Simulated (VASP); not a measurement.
Here is a VASP 6.6.1 calculation.

File INCAR:

```
SYSTEM = BaTiO3
PREC = Accurate
ENCUT = 520
EDIFF = 1E-8
ISMEAR = 0
SIGMA = 0.01
LREAL = .False.
LASPH = .True.
NELM = 60
ALGO = Normal
ISIF = 2
LWAVE = .False.
LCHARG = .True.
GGA = PE
IBRION = 8
NSW = 1
LEPSILON = .True.
```

The input KPOINTS:

```
Automatic mesh
0
Gamma
  6 6 6
  0 0 0
```

The input POSCAR:

```
BaTiO3
1.0
    4.0060000000      0.0000000000      0.0000000000
    0.0000000000      4.0060000000      0.0000000000
    0.0000000000      0.0000000000      4.0060000000
Ba Ti O
1 1 3
Direct
    0.5000000000      0.5000000000      0.5000000000
    0.0000000000      0.0000000000      0.0000000000
    0.0000000000      0.0000000000      0.5000000000
    0.0000000000      0.5000000000      0.0000000000
    0.5000000000      0.0000000000      0.0000000000
```

Potentials or basis: VASP PAW PBE potentials, release 64 (Ba_sv, Ti_sv, O).

The run is started by

```sh
$ cat potpaw_PBE.64/Ba_sv/POTCAR potpaw_PBE.64/Ti_sv/POTCAR potpaw_PBE.64/O/POTCAR > POTCAR
$ mpirun -np 1 vasp_std > vasp.out
```

Q: Estimate the electronic dielectric tensor (diagonal).

A: 6.80.

Q: Predict the Born charges (mean of the diagonal).

A: Ba +2.75; Ti +7.48; O -3.41 e.

Q: What does it give for the highest phonon frequency at Γ, LO-TO splitting left out?

A: 463 cm⁻¹.

Born effective charge tensors (e):
atom 1, Ba
```
2.75 0.00 0.00
0.00 2.75 0.00
0.00 0.00 2.75
```
atom 2, Ti
```
7.48 0.00 0.00
0.00 7.48 0.00
0.00 0.00 7.48
```
atom 3, O
```
-2.15  0.00  0.00
 0.00 -2.15  0.00
 0.00  0.00 -5.93
```
atom 4, O
```
-2.15  0.00  0.00
 0.00 -5.93  0.00
 0.00  0.00 -2.15
```
atom 5, O
```
-5.93  0.00  0.00
 0.00 -2.15  0.00
 0.00  0.00 -2.15
```

Caveat: the cell stands under pressure or tension, which shifts response properties; some modes are imaginary.
